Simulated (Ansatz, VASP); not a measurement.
## AsH8NO4 in VASP and in Ansatz

INCAR

```
ALGO = Normal ; EDIFF = 1E-7
ENCUT = 520 ; GGA = PE
ISIF = 2 ; ISMEAR = 0
IVDW = 12 ; LASPH = T
LCHARG = F ; LREAL = Auto
LWAVE = F ; NBANDS = 62
NELM = 60 ; PREC = Accurate
SIGMA = 0.02
```

KPOINTS

```
k-points
0
Gamma
  6 6 6
```

The input POSCAR:

```
AsH8NO4
1.0
   -4.5622250370      4.5622250370      3.8528190353
    4.5622250370     -4.5622250370      3.8528190353
    4.5622250370      4.5622250370     -3.8528190353
H As N O
16 2 2 8
Direct
    0.3164843392      0.4270806740      0.8961411950
    0.5309394790      0.4203431441      0.1038588050
    0.5796568559      0.6835156608      0.1105963348
    0.4335156608      0.8296568559      0.6105963348
    0.5729193260      0.4690605210      0.8894036652
    0.2190605210      0.8229193260      0.3894036652
    0.1703431441      0.7809394790      0.6038588050
    0.1770806740      0.5664843392      0.3961411950
    0.2556241109      0.9006626684      0.9317625225
    0.9689001459      0.3238615884      0.0682374775
    0.6761384116      0.7443758891      0.6450385576
    0.4943758891      0.9261384116      0.1450385576
    0.0993373316      0.0310998541      0.3549614424
    0.7810998541      0.3493373316      0.8549614424
    0.0738615884      0.2189001459      0.5682374775
    0.6506626684      0.5056241109      0.4317625225
    0.7500000000      0.2500000000      0.5000000000
    0.0000000000      0.0000000000      0.0000000000
    0.2500000000      0.7500000000      0.5000000000
    0.5000000000      0.5000000000      0.0000000000
    0.0670148385      0.3343739783      0.6737481382
    0.6606258401      0.3932667003      0.3262518618
    0.6067332997      0.9329851615      0.2673591398
    0.6829851615      0.8567332997      0.7673591398
    0.6656260217      0.3393741599      0.7326408602
    0.0893741599      0.9156260217      0.2326408602
    0.1432667003      0.9106258401      0.8262518618
    0.0843739783      0.3170148385      0.1737481382
```

Input for Ansatz:

```yaml
crystal:
  lattice:
    - [-4.562225037, 4.562225037, 3.8528190353]
    - [4.562225037, -4.562225037, 3.8528190353]
    - [4.562225037, 4.562225037, -3.8528190353]
  atoms:
    - { symbol: H, position: [0.3164843392, 0.427080674, 0.896141195] }
    - { symbol: H, position: [0.530939479, 0.4203431441, 0.103858805] }
    - { symbol: H, position: [0.5796568559, 0.6835156608, 0.1105963348] }
    - { symbol: H, position: [0.4335156608, 0.8296568559, 0.6105963348] }
    - { symbol: H, position: [0.572919326, 0.469060521, 0.8894036652] }
    - { symbol: H, position: [0.219060521, 0.822919326, 0.3894036652] }
    - { symbol: H, position: [0.1703431441, 0.780939479, 0.603858805] }
    - { symbol: H, position: [0.177080674, 0.5664843392, 0.396141195] }
    - { symbol: H, position: [0.2556241109, 0.9006626684, 0.9317625225] }
    - { symbol: H, position: [0.9689001459, 0.3238615884, 0.0682374775] }
    - { symbol: H, position: [0.6761384116, 0.7443758891, 0.6450385576] }
    - { symbol: H, position: [0.4943758891, 0.9261384116, 0.1450385576] }
    - { symbol: H, position: [0.0993373316, 0.0310998541, 0.3549614424] }
    - { symbol: H, position: [0.7810998541, 0.3493373316, 0.8549614424] }
    - { symbol: H, position: [0.0738615884, 0.2189001459, 0.5682374775] }
    - { symbol: H, position: [0.6506626684, 0.5056241109, 0.4317625225] }
    - { symbol: As, position: [0.75, 0.25, 0.5] }
    - { symbol: As, position: [0.0, 0.0, 0.0] }
    - { symbol: "N", position: [0.25, 0.75, 0.5] }
    - { symbol: "N", position: [0.5, 0.5, 0.0] }
    - { symbol: O, position: [0.0670148385, 0.3343739783, 0.6737481382] }
    - { symbol: O, position: [0.6606258401, 0.3932667003, 0.3262518618] }
    - { symbol: O, position: [0.6067332997, 0.9329851615, 0.2673591398] }
    - { symbol: O, position: [0.6829851615, 0.8567332997, 0.7673591398] }
    - { symbol: O, position: [0.6656260217, 0.3393741599, 0.7326408602] }
    - { symbol: O, position: [0.0893741599, 0.9156260217, 0.2326408602] }
    - { symbol: O, position: [0.1432667003, 0.9106258401, 0.8262518618] }
    - { symbol: O, position: [0.0843739783, 0.3170148385, 0.1737481382] }
basis:
  ecutwfc: 420
kpoints:
  mp_grid: { grid: [6, 6, 6] }
hamiltonian:
  xc: pbe
  dispersion: d3bj
scf:
  occupations: { method: gaussian, width: 0.02 }
output:
  forces: true
  stress: true
  eigenvalues: true
  populations: true
```

Alike in both runs: task single point; functional PBE; dispersion D3(BJ); k mesh 6 × 6 × 6; occupations gaussian, width 0.02 eV; no spin polarisation.

```csv
,VASP,Ansatz
version,VASP 6.6.1,Ansatz 0.2.0
potentials or method,"VASP PAW PBE potentials, release 64 (H, As, N, O), cutoff 520 eV","scalar-relativistic, plane waves, PAW"
valence electrons in the cell,84,104
```

```tsv
	VASP	Ansatz	Ansatz less VASP
gap on the k mesh at the Fermi level (eV)	2.17	2.18	+0.001
least direct gap on the mesh (eV)	2.35	2.35	+0.001
pressure (GPa)	-9.2	-9.2	+0.01
traceless stress, the component that is largest in VASP (GPa)	5.94	6.09	+0.151
rms of the force components (eV/Å)	1.273	1.310	+0.0368
```

Atom by atom the forces differ by 0.041 eV/Å (rms over components). VASP's potentials hold 84 valence electrons a cell and Ansatz's 104, so a difference there can come from the potentials and not from the codes.
